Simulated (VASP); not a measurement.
Crystal: Li2S.

```
Li S
1.0
     0.00000    2.84529    2.84529
     2.84529    0.00000    2.84529
     2.84529    2.84529    0.00000
Li S
2 1
Direct
  0.25000 0.25000 0.25000
  0.75000 0.75000 0.75000
  0.00000 0.00000 0.00000
```

Program: VASP 6.6.1. Alike in all runs: task single point; no spin polarisation; cell as given.

Problem. Order these runs on this cell by their band gap on the k mesh, lowest first.
A. level HF; potentials or basis VASP PAW PBE potentials, release 64 (Li_sv, S); k mesh 6 × 6 × 6; cutoff (eV) 650; smearing gaussian 0.01 eV; grid for exact exchange (PRECFOCK) Normal; share of exact exchange 1
B. level PBE; potentials or basis VASP PAW PBE potentials, release 64 (Li_sv, S); k mesh 8 × 8 × 8; cutoff (eV) 750; smearing fermi-dirac 0.02 eV
C. level LDA; potentials or basis VASP PAW LDA potentials, release 64 (Li_sv, S); k mesh 8 × 8 × 8; cutoff (eV) 750; smearing gaussian 0.01 eV
D. level r2SCAN; potentials or basis VASP PAW PBE potentials, release 64 (Li_sv, S); k mesh 8 × 8 × 8; cutoff (eV) 830; smearing gaussian 0.01 eV

Solution. C (3.17 eV), B (3.39 eV), D (3.86 eV), A (10.47 eV).

A k mesh can miss the band edges.
